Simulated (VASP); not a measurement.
# Ir (P6_3/mmc) in VASP: notebook, part 2 of 2

VASP 6.6.1. Earlier steps stand in the parts before.

### 4 Single point, PBE0

This run uses another cell than the first one, of the same volume but with other edges.

POSCAR reads:

```
Ir
1.0
    2.6952115654      0.0000000000      0.0000000000
   -1.3476057827      2.3341216842      0.0000000000
    0.0000000000      0.0000000000      4.3711972971
Ir
2
Direct
    0.3333333333      0.6666666667      0.2500000000
    0.6666666667      0.3333333333      0.7500000000
```

INCAR.step1 reads:

```
PREC = Accurate
ENCUT = 520
EDIFF = 1E-5
ISMEAR = -1
SIGMA = 0.05
LREAL = False
LASPH = True
NELM = 100
ALGO = Normal
ISIF = 2
LWAVE = True
LCHARG = False
NBANDS = 16
GGA = PE
```

INCAR.step2 reads:

```
PREC = Accurate
ENCUT = 520
EDIFF = 1E-6
ISMEAR = -1
SIGMA = 0.05
LREAL = False
LASPH = True
NELM = 100
ALGO = Normal
ISIF = 2
LWAVE = False
LCHARG = False
GGA = PE
LHFCALC = True
AEXX = 0.25
PRECFOCK = Normal
NBANDS = 16
ISTART = 1
```

KPOINTS reads:

```
Automatic mesh
0
Gamma
  6 6 4
```

On the command line:

```bash
> cat potpaw_PBE.64/Ir/POTCAR > POTCAR
> cp INCAR.step1 INCAR
> mpirun -np 1 vasp_std > vasp.out
> cp INCAR.step2 INCAR
> mpirun -np 1 vasp_std > vasp.out
```

Run time: 47 min. Hardware: 1 thread of AMD EPYC 7R43 (Zen 3), shared host; peak memory 0.14 GiB.

It converged, with:

| Property | Result |
| --- | --- |
| Free energy | -21.7059 eV |
| Pressure | 10.8 GPa |
| Band gap on the k mesh | zero (bands 9 and 10 overlap by 4.93 eV) |

Stress tensor (GPa, compression positive):
```
13.47  0.00  0.00
 0.00 13.47  0.00
 0.00  0.00  5.42
```

Levels at points of the mesh, in eV from the Fermi level:
```
           k point  band 5  band 6  band 7  band 8  band 9  band 10  band 11  band 12  band 13  band 14
(0.00, 0.00, 0.00)   -4.95   -4.18   -4.18   -3.27   -3.27    -1.24     1.04     1.04     9.03    15.95
(0.50, 0.00, 0.00)   -4.54   -4.24   -3.91    1.40    1.76     1.86     4.02     5.77    10.11    12.15
(0.00, 0.00, 0.50)   -5.09   -5.09   -5.09   -5.09   -0.72    -0.72    -0.72    -0.72    15.37    15.37
(0.50, 0.00, 0.50)   -2.82   -2.82   -1.32   -1.32    1.74     1.74     2.88     2.88     9.67     9.67
```

Caveat: the k points lie up to 0.45 Å⁻¹ apart, too coarse for converged energies and pressures of a metal; the PAW data sets were made with another functional, which shifts forces and pressure a little; spin-orbit coupling is left out, which moves the levels of the heavy elements.

### 5 Single point, PBE0

This run uses another cell than the first one, of 14.04 Å³/atom.

POSCAR reads:

```
Ir
1.0
    2.7141925539      0.0000000000      0.0000000000
   -1.3570962769      2.3505597024      0.0000000000
    0.0000000000      0.0000000000      4.4019813909
Ir
2
Direct
    0.3333333333      0.6666666667      0.2500000000
    0.6666666667      0.3333333333      0.7500000000
```

INCAR.step1 reads:

```
SYSTEM = Ir
PREC     = Accurate       ! precision mode
ENCUT    = 520            ! plane-wave cutoff, eV
EDIFF    = 1E-5           ! SCF threshold, eV
ISMEAR   = -1             ! smearing method
SIGMA    = 0.05           ! smearing width, eV
LREAL    = .FALSE.        ! projectors in reciprocal space
LASPH    = .TRUE.         ! aspherical terms in the spheres
NELM     = 80             ! most SCF steps
ALGO     = Normal         ! electronic algorithm
ISIF     = 2              ! what is computed and relaxed
LWAVE    = .TRUE.         ! write WAVECAR
GGA      = PE             ! functional
NBANDS   = 16             ! bands
```

INCAR.step2 reads:

```
SYSTEM = Ir
PREC     = Accurate       ! precision mode
ENCUT    = 520            ! plane-wave cutoff, eV
EDIFF    = 1E-6           ! SCF threshold, eV
ISMEAR   = -1             ! smearing method
SIGMA    = 0.05           ! smearing width, eV
LREAL    = .FALSE.        ! projectors in reciprocal space
LASPH    = .TRUE.         ! aspherical terms in the spheres
NELM     = 80             ! most SCF steps
ALGO     = Normal         ! electronic algorithm
ISIF     = 2              ! what is computed and relaxed
LWAVE    = .FALSE.        ! write WAVECAR
LCHARG   = .TRUE.         ! write CHGCAR
GGA      = PE             ! functional
LHFCALC  = .TRUE.         ! exact exchange
AEXX     = 0.25           ! exact-exchange fraction
PRECFOCK = Normal       
LELF     = .TRUE.         ! ELF
LVHAR    = .TRUE.       
ISTART   = 1            
NBANDS   = 16             ! bands
```

KPOINTS reads:

```
Automatic mesh
0
G
  6 6 4
  0 0 0
```

On the command line:

```bash
> cat potpaw_PBE.64/Ir/POTCAR > POTCAR
> cp INCAR.step1 INCAR
> mpirun -np 1 vasp_std > vasp.out
> cp INCAR.step2 INCAR
> mpirun -np 1 vasp_std > vasp.out
```

It took 32 min on 1 thread of AMD EPYC 7R43 (Zen 3), shared host; peak memory 0.14 GiB.

Results (log left out):

| Item | Value |
| --- | --- |
| Free energy | -21.7290 eV |
| Pressure | 1.8 GPa |
| Band gap on the k mesh | zero (bands 9 and 10 overlap by 4.79 eV) |

Stress tensor (GPa, compression positive):
```
 4.38  0.00  0.00
 0.00  4.38  0.00
 0.00  0.00 -3.46
```

Levels at points of the mesh, in eV from the Fermi level:
```
           k point  band 6  band 7  band 8  band 9  band 10  band 11  band 12  band 13
(0.00, 0.00, 0.00)   -4.07   -4.07   -3.18   -3.18    -1.17     1.02     1.02     8.81
(0.50, 0.00, 0.00)   -4.13   -3.81    1.36    1.71     1.80     3.92     5.65     9.96
(0.00, 0.00, 0.50)   -4.95   -4.95   -4.95   -0.71    -0.71    -0.71    -0.71    15.36
(0.50, 0.00, 0.50)   -2.74   -1.27   -1.27    1.69     1.69     2.83     2.83     9.46
```

Caveat: the k points lie up to 0.45 Å⁻¹ apart, too coarse for converged energies and pressures of a metal; the PAW data sets were made with another functional, which shifts forces and pressure a little; spin-orbit coupling is left out, which moves the levels of the heavy elements.

### 6 Overview

| level | cell | k mesh | cutoff (eV) | smearing | grid for exact exchange (PRECFOCK) | share of exact exchange | gap on the mesh (eV) | pressure (GPa) |
| --- | --- | --- | --- | --- | --- | --- | --- | --- |
| PBEsol-based global hybrid with 25 % exact exchange | a = 2.722, b = 2.722, c = 4.282 Å, angles 90.0, 90.0, 120.0°, 2 atoms | 6 × 6 × 3 | 520 | fermi-dirac 0.05 eV | Normal | 0.25 | none | 3.9 |
| PBE | a = 2.751, b = 2.751, c = 4.462 Å, angles 90.0, 90.0, 120.0°, 2 atoms | 11 × 11 × 6 | 500 | gaussian 0.011 eV | - | - | none | -1.0 |
| PBE0 | a = 2.695, b = 2.695, c = 4.371 Å, angles 90.0, 90.0, 120.0°, 2 atoms | 6 × 6 × 4 | 520 | fermi-dirac 0.05 eV | Normal | 0.25 | none | 10.8 |
| PBE0 | a = 2.714, b = 2.714, c = 4.402 Å, angles 90.0, 90.0, 120.0°, 2 atoms | 6 × 6 × 4 | 520 | fermi-dirac 0.05 eV | Normal | 0.25 | none | 1.8 |

Alike in all rows: task single point; potentials or basis VASP PAW PBE potentials, release 64 (Ir); no spin polarisation.

Caveats: some runs use coarse meshes; spin-orbit coupling is left out, which moves the levels of the heavy elements; the PAW data sets were made with another functional, which shifts forces and pressure a little (at least some runs).

Total energies depend on the potentials used, so only differences within one code and one set of settings carry meaning.
